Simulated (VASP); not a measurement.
Crystal: Na2S.

```
CELL_PARAMETERS angstrom
0.00000 3.26300 3.26300
3.26300 0.00000 3.26300
3.26300 3.26300 0.00000
ATOMIC_POSITIONS crystal
Na 0.25000 0.25000 0.25000
Na 0.75000 0.75000 0.75000
S 0.00000 0.00000 0.00000
```

Base run:

* Program: VASP 6.6.1
* Functional: BLYP
* Potentials or basis: VASP PAW PBE potentials, release 64 (Na_pv, S)
* Cutoff: 500 eV
* k mesh: 6 × 6 × 6
* Occupations: gaussian, width 0.05 eV
* Spin: no spin polarisation

Its results: band gap on the k mesh 2.61 eV; pressure 1.3 GPa.

The run is repeated on the same cell with these changes: functional from BLYP to PBE. What comes out?

Band gap on the k mesh 2.51 eV; pressure 0.6 GPa.

PBE binds more tightly than BLYP, so the same cell stands under less pressure.

Caveats: the PAW data sets were made with another functional, which shifts forces and pressure a little (at least some runs).

